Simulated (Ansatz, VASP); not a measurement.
C in VASP and in Ansatz

INCAR

```
SYSTEM = C
  ALGO = Normal
  EDIFF = 1E-6
  ENCUT = 520
  GGA = PE
  ISIF = 2
  ISMEAR = 0
  IVDW = 12
  LASPH = .True.
  LCHARG = .False.
  LREAL = .False.
  LWAVE = .False.
  NBANDS = 11
  NELM = 80
  PREC = Accurate
  SIGMA = 0.1
```

File KPOINTS:

```
k-points
0
Gamma
  24 24 14
  0 0 0
```

The input POSCAR:

```
C
1.0
    2.4647381471      0.0000000000      0.0000000000
   -1.2323690736      2.1345258491      0.0000000000
    0.0000000000      0.0000000000      3.7279605742
C
2
Direct
    0.3333333333      0.6666666667      0.0000000000
    0.6666666667      0.3333333333      0.0000000000
```

Input for Ansatz:

```yaml
crystal:
  lattice:
    - [2.4647381471, 0.0, 0.0]
    - [-1.2323690736, 2.1345258491, 0.0]
    - [0.0, 0.0, 3.7279605742]
  atoms:
    - { symbol: C, position: [0.3333333333, 0.6666666667, 0.0] }
    - { symbol: C, position: [0.6666666667, 0.3333333333, 0.0] }
basis:
  ecutwfc: 420
kpoints:
  mp_grid: { grid: [24, 24, 14] }
hamiltonian:
  xc: pbe
  dispersion: d3bj
scf:
  occupations: { method: gaussian, width: 0.1 }
output:
  forces: true
  stress: true
  eigenvalues: true
```

Change from the starting cell: strain along c alone, the other axes held, atoms relaxed: +4.5 %.

Alike in both runs: task single point; functional PBE; dispersion D3(BJ); k mesh 24 × 24 × 14; occupations gaussian, width 0.1 eV; no spin polarisation.

|  | VASP | Ansatz |
| --- | --- | --- |
| version | VASP 6.6.1 | Ansatz 0.2.0 |
| potentials or method | VASP PAW PBE potentials, release 64 (C), cutoff 520 eV | scalar-relativistic, plane waves, PAW |
| valence electrons in the cell | 8 | 8 |

Ansatz gave:

* gap on the k mesh at the Fermi level (eV): none
* pressure (GPa): -0.2
* traceless stress, the component that is largest in VASP (GPa): -0.72

Question: Which values does VASP return?

Answer: gap on the k mesh at the Fermi level (eV): none; pressure (GPa): 0.2; traceless stress, the component that is largest in VASP (GPa): -1.21.

A gap of «none» marks a metal or a gap that the smearing closes.
